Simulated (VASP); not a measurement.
# Cd (P6_3/mmc) in VASP: notebook

Cd is run at these levels: PBE; tasks: single point.

All numbers are computed with VASP 6.6.1; they aren't measurements. Logs are shortened: lines on timing, memory, paths and dates and some standing lists are left out, and cuts for length are marked.

**1. The cell of the first run**

The structure is hexagonal, space group P6_3/mmc (No. 194). The conventional cell has a = 3.040 Å, b = 3.040 Å, c = 6.004 Å, α = 90.00°, β = 90.00°, γ = 120.00°. Within 4.0 Å of Cd (site symmetry -6m2) lie 12 Cd at 3.04 to 3.48 Å.

**2. Single point, PBE (24.03 Å³/atom)**

File INCAR:

```
PREC = Accurate ; ENCUT = 520
EDIFF = 1E-7 ; ISMEAR = -1
SIGMA = 0.1 ; LREAL = F
LASPH = T ; NELM = 60
ALGO = Normal ; ISIF = 2
LWAVE = F ; LCHARG = F
GGA = PE ; NBANDS = 19
```

File KPOINTS:

```
regular mesh
0
Gamma
  20 20 9
```

File POSCAR:

```
Cd
1.0
    3.0401979325      0.0000000000      0.0000000000
   -1.5200989662      2.6328886421      0.0000000000
    0.0000000000      0.0000000000      6.0041416502
Cd
2
Direct
    0.3333333333      0.6666666667      0.2500000000
    0.6666666667      0.3333333333      0.7500000000
```

Potentials or basis: VASP PAW PBE potentials, release 64 (Cd).

Launch:

```bash
$ cat potpaw_PBE.64/Cd/POTCAR > POTCAR
$ mpirun -np 1 vasp_std > vasp.out
```

OUTCAR:

```text
PREC = Accurate
   ENCUT = 520
   EDIFF = 1E-7
   ISMEAR = -1
   LREAL = F
   LASPH = T
   NELM = 60
   ISIF = 2
   GGA = PE

 ion  position               nearest neighbor table
   1  0.333  0.667  0.250-   2 3.48   2 3.48   2 3.48   2 3.48   2 3.48   2 3.48
   2  0.667  0.333  0.750-   1 3.48   1 3.48   1 3.48   1 3.48   1 3.48   1 3.48

  LATTYP: Found a hexagonal cell.
 ALAT       =     3.0401979325
 C/A-ratio  =     1.9749180098

  Lattice vectors:

 A1 = (   3.0401979325,   0.0000000000,   0.0000000000)
 A2 = (  -1.5200989662,   2.6328886421,   0.0000000000)
 A3 = (   0.0000000000,   0.0000000000,   6.0041416502)

Analysis of symmetry for initial positions (statically):
=====================================================================
 Subroutine PRICEL returns:
 Original cell was already a primitive cell.

 Routine SETGRP: Setting up the symmetry group for a
 hexagonal supercell.

 Subroutine GETGRP returns: Found 24 space group operations
 (whereof 12 operations were pure point group operations)
 out of a pool of 24 trial point group operations.

The static configuration has the point symmetry D_3d.
 The point group associated with its full space group is D_6h.

Analysis of symmetry for dynamics (positions and initial velocities):
=====================================================================
 Subroutine PRICEL returns:
 Original cell was already a primitive cell.

 Routine SETGRP: Setting up the symmetry group for a
 hexagonal supercell.

 Subroutine GETGRP returns: Found 24 space group operations
 (whereof 12 operations were pure point group operations)
 out of a pool of 24 trial point group operations.

The dynamic configuration has the point symmetry D_3d.
 The point group associated with its full space group is D_6h.

 Subroutine INISYM returns: Found 24 space group operations
 (whereof 12 operations are pure point group operations),
 and found     1 'primitive' translations

----------------------------------------------------------------------------------------

                                     Primitive cell

  volume of cell :      48.0602

  direct lattice vectors                    reciprocal lattice vectors
     3.040197932  0.000000000  0.000000000     0.328925952  0.189905487  0.000000000
[... 75 lines left out ...]
   NGXF,Y,Z  is equivalent  to a cutoff of  26.25, 26.25, 26.58 a.u.
 SYSTEM =  unknown system
   PREC   = accura    normal or accurate (medium, high low for compatibility)
   ISTART =      0    job   : 0-new  1-cont  2-samecut
   ICHARG =      2    charge: 1-file 2-atom 10-const
   ISPIN  =      1    spin polarized calculation?
   LNONCOLLINEAR =      F non collinear calculations
   LSORBIT =      F    spin-orbit coupling
   LASPH  =      T    aspherical Exc in radial PAW
   ENCUT  =  520.0 eV  38.22 Ry    6.18 a.u.   5.65  5.65 11.16*2*pi/ulx,y,z
   NELM   =     60;   NELMIN=  2; NELMDL= -5     # of ELM steps
   EDIFF  = 0.1E-06   stopping-criterion for ELM
   LREAL  =      F    real-space projection
   EDIFFG = 0.1E-05   stopping-criterion for IOM
   NSW    =      0    number of steps for IOM
   IBRION =     -1    ionic relax: 0-MD 1-quasi-New 2-CG
   NFREE  =      0    steps in history (QN), initial steepest desc. (CG)
   ISIF   =      2    stress and relaxation
   ISYM   =      2    0-nonsym 1-usesym 2-fastsym
   POTIM  = 0.5000    time-step for ionic-motion
   TEBEG  =    0.0;   TEEND  =   0.0 temperature during run
   PSTRESS=    0.0 pullay stress
   NELECT =      24.0000    total number of electrons
   NUPDOWN=      -1.0000    fix difference up-down
   EMIN   =  10.00;   EMAX   =-10.00  energy-range for DOS
   EFERMI =   0.00;   METHOD = LEGACY
   ISMEAR =    -1;   SIGMA  =   0.10  broadening in eV -4-tet -1-fermi 0-gaus
   EFERMI_NEDOS =   21; number of points for ismear=-14 and -15
   IALGO  =     38    algorithm
   IMIX   =      4    mixing-type and parameters
     AMIX     =   0.40;   BMIX     =  1.00
     AMIX_MAG =   1.60;   BMIX_MAG =  1.00
  volume/ion in A,a.u.               =      24.03       162.16
  Fermi-wavevector in a.u.,A,eV,Ry     =   1.298824  2.454421 22.952247  1.686943
  Thomas-Fermi vector in A             =   2.430127
   LORBIT       =      0    0 simple, 1 ext, 2 COOP (PROOUT), +10 PAW based schemes
   GGA     = PE    functional components
   LHFCALC =     F    Hartree Fock is set to
   AEXX    =    0.0000 exact exchange contribution
   IVDW    =     0    specifies the selected vdW correction
   LEPSILON=     F    determine dielectric tensor
   LRPA    =     F    only Hartree local field effects (RPA)
 non-spin polarized calculation
  energy-cutoff  :      520.00
  volume of cell :       48.06
 maximum number of plane-waves:      1307
 NGX is ok and might be reduce to    24
   NGX = 11   NGY = 11   NGZ = 23

 number of electron      24.0000002 magnetization

 Free energy of the ion-electron system (eV)
  ---------------------------------------------------
  ext. energy  EPLUGINS =         0.00000000
  ---------------------------------------------------
  free energy    TOTEN  =        -1.49351882 eV

  energy without entropy =       -1.47405508  energy(sigma->0) =       -1.48378695

 E-fermi :   2.2593     XC(G=0): -10.4621

 val. band max:        2.2436620938   @ k =   0.2000   0.1000   0.1111
 cond. band min:       2.2792251632   @ k =   0.5000   0.0000   0.4444
 fundamental gap:      0.0355630694
 Fermi energy:         2.2592512394

 k-point     1 :       0.0000    0.0000    0.0000
  band No.  band energies     occupation
      1      -7.3018      2.00000
      2      -7.1480      2.00000
      3      -6.8005      2.00000
      4      -6.8005      2.00000
      5      -6.7697      2.00000
      6      -6.7697      2.00000
[... 505 lines left out ...]
      6      -6.5537      2.00000
[... 11 lines left out ...]
     18      13.7487      0.00000
     19      14.1709      0.00000

 [... further k-points ...]
[... 5 lines left out ...]
  --------------------------------------------------------------------------------------
  -------------------------------------------------------------------------------------
  Total       -0.3853611     -0.3853611     -0.3494919     -0.0000000     -0.0000000      0.0000000
  in kB      -12.8467463    -12.8467463    -11.6509793     -0.0000000     -0.0000000      0.0000000
  external PRESSURE =     -12.4481573 kB  Pullay stress =       0.0000000 kB

 VOLUME and BASIS-vectors are now :
 -----------------------------------------------------------------------------
  energy-cutoff  :      520.00
  volume of cell :       48.06
      direct lattice vectors                 reciprocal lattice vectors
     3.040197932  0.000000000  0.000000000     0.328925952  0.189905487  0.000000000
    -1.520098966  2.632888642  0.000000000     0.000000000  0.379810974  0.000000000
     0.000000000  0.000000000  6.004141650     0.000000000  0.000000000  0.166551700

 POSITION                                       TOTAL-FORCE (eV/Angst)
 -----------------------------------------------------------------------------------
     -0.00000      1.75526      1.50104         0.000000      0.000000      0.000000
      1.52010      0.87763      4.50311        -0.000000     -0.000000      0.000000
 -----------------------------------------------------------------------------------
    total drift:                                0.000000     -0.000000      0.000000

  FREE ENERGIE OF THE ION-ELECTRON SYSTEM (eV)
  ---------------------------------------------------
  free  energy   TOTEN  =        -1.4935188196 eV

  energy  without entropy=       -1.4740550791  energy(sigma->0) =       -1.48378695
```

OSZICAR:

```text
N       E                     dE             d eps       ncg     rms          rms(c)
DAV:   1     0.171884112743E+03    0.17188E+03   -0.12887E+04  8376   0.124E+03
DAV:   2     0.252186655298E+01   -0.16936E+03   -0.16336E+03  8684   0.326E+02
DAV:   3    -0.156486202741E+01   -0.40867E+01   -0.40791E+01  9512   0.576E+01
DAV:   4    -0.157216295011E+01   -0.73009E-02   -0.73005E-02  9195   0.230E+00
DAV:   5    -0.157218782641E+01   -0.24876E-04   -0.24877E-04  9243   0.129E-01    0.351E+00
DAV:   6    -0.149449777697E+01    0.77690E-01   -0.20939E-01  9198   0.518E+00    0.293E+00
DAV:   7    -0.149244998768E+01    0.20478E-02   -0.20697E-02  9187   0.128E+00    0.153E+00
DAV:   8    -0.149341509352E+01   -0.96511E-03   -0.33487E-03  8959   0.659E-01    0.825E-02
DAV:   9    -0.149348084215E+01   -0.65749E-04   -0.39886E-05  9527   0.614E-02    0.321E-02
DAV:  10    -0.149351910629E+01   -0.38264E-04   -0.36518E-05  8937   0.587E-02    0.263E-03
DAV:  11    -0.149351897593E+01    0.13036E-06   -0.29756E-08  7142   0.137E-03    0.154E-03
DAV:  12    -0.149351881035E+01    0.16557E-06   -0.32878E-08  5860   0.136E-03    0.216E-04
DAV:  13    -0.149351881956E+01   -0.92105E-08   -0.78201E-10  4606   0.291E-04
   1 F= -.14935188E+01 E0= -.14837869E+01  d E =-.194637E-01
```

It took 76 s on 1 thread of AMD EPYC 9R45 (Zen 5), shared host; peak memory 0.26 GiB.

What came out:

```yaml
Free_energy: -1.4935 eV
Pressure: -1.2 GPa
Band_gap_on_the_k_mesh: zero (bands 12 and 13 overlap by 4.06 eV)
```

**3. Single point, PBE (24.95 Å³/atom)**

This run uses another cell than the first one, of 24.95 Å³/atom.

File INCAR:

```
SYSTEM = Cd
  PREC = Accurate
  ENCUT = 520
  EDIFF = 1E-6
  ISMEAR = -1
  SIGMA = 0.1
  LREAL = .FALSE.
  LASPH = .TRUE.
  NELM = 80
  ALGO = Normal
  ISIF = 2
  LWAVE = .FALSE.
  LCHARG = .FALSE.
  GGA = PE
  NBANDS = 19
```

File KPOINTS:

```
regular mesh
0
G
  20 20 9
  0 0 0
```

File POSCAR:

```
Cd
1.0
    3.0786855364      0.0000000000      0.0000000000
   -1.5393427682      2.6662198848      0.0000000000
    0.0000000000      0.0000000000      6.0801515123
Cd
2
Direct
    0.3333333333      0.6666666667      0.2500000000
    0.6666666667      0.3333333333      0.7500000000
```

Potentials or basis: VASP PAW PBE potentials, release 64 (Cd).

Launch:

```bash
$ cat potpaw_PBE.64/Cd/POTCAR > POTCAR
$ mpirun -np 1 vasp_std > vasp.out
```

Run time: 71 s. Hardware: 1 thread of AMD EPYC 9R45 (Zen 5), shared host; peak memory 0.26 GiB.

It converged, with:

```yaml
Free_energy: -1.4721 eV
Pressure: -2.4 GPa
Band_gap_on_the_k_mesh: zero (bands 12 and 13 overlap by 3.85 eV)
```

Stress tensor (GPa, compression positive):
```
-2.61  0.00  0.00
 0.00 -2.61  0.00
 0.00  0.00 -1.99
```

Levels at points of the mesh, in eV from the Fermi level:
```
           k point  band 8  band 9  band 10  band 11  band 12  band 13  band 14  band 15  band 16  band 17
(0.00, 0.00, 0.00)   -8.52   -8.38    -8.38    -7.90    -3.52    -2.53     8.63    12.49    14.07    14.07
(0.50, 0.00, 0.00)   -8.39   -8.13    -8.12    -1.83    -1.59     1.51     2.28     2.96     4.84     8.21
```

**4. Single point, PBE (25.88 Å³/atom)**

This run uses another cell than the first one, of 25.88 Å³/atom.

File INCAR:

```
  ALGO = Normal
  EDIFF = 1E-6
  ENCUT = 520
  GGA = PE
  ISIF = 2
  ISMEAR = -1
  LASPH = True
  LCHARG = False
  LREAL = False
  LWAVE = False
  NBANDS = 19
  NELM = 100
  PREC = Accurate
  SIGMA = 0.1
```

File KPOINTS:

```
k-points
0
Gamma
  20 20 9
```

File POSCAR:

```
Cd
1.0
    3.1162341826      0.0000000000      0.0000000000
   -1.5581170913      2.6987379663      0.0000000000
    0.0000000000      0.0000000000      6.1543070099
Cd
2
Direct
    0.3333333333      0.6666666667      0.2500000000
    0.6666666667      0.3333333333      0.7500000000
```

Launch:

```bash
$ cat potpaw_PBE.64/Cd/POTCAR > POTCAR
$ mpirun -np 1 vasp_std > vasp.out
```

Wall time 68 s (1 thread of AMD EPYC 9R45 (Zen 5), shared host); peak memory 0.27 GiB.

Results (log left out):

```yaml
Free_energy: -1.4393 eV
Pressure: -3.2 GPa
Band_gap_on_the_k_mesh: zero (bands 12 and 13 overlap by 3.58 eV)
```

Stress tensor (GPa, compression positive):
```
-3.57  0.00  0.00
 0.00 -3.57  0.00
 0.00  0.00 -2.61
```

Levels at points of the mesh, in eV from the Fermi level:
```tsv
k point	band 9	band 10	band 11	band 12	band 13	band 14	band 15	band 16
(0.00, 0.00, 0.00)	-8.34	-8.34	-7.67	-3.50	-2.37	8.45	12.21	13.70
(0.50, 0.00, 0.00)	-8.11	-8.09	-1.73	-1.57	1.47	2.13	2.95	4.78
```

Caveat: the cell stands under tension.

**5. Overview**

```csv
cell,gap on the mesh (eV),pressure (GPa)
"a = 3.040, b = 3.040, c = 6.004 Å, angles 90.0, 90.0, 120.0°, 2 atoms",none,-1.2
"a = 3.079, b = 3.079, c = 6.080 Å, angles 90.0, 90.0, 120.0°, 2 atoms",none,-2.4
"a = 3.116, b = 3.116, c = 6.154 Å, angles 90.0, 90.0, 120.0°, 2 atoms",none,-3.2
```

Alike in all rows: task single point; level PBE; potentials or basis VASP PAW PBE potentials, release 64 (Cd); no spin polarisation; k mesh 20 × 20 × 9; cutoff (eV) 520; smearing fermi-dirac 0.1 eV.

Caveats: the cell stands under tension (at least some runs).

Absolute energies hang on the potentials; compare differences alone.

The gap in the log of VASP goes by the Fermi energy; the results here count the filled bands.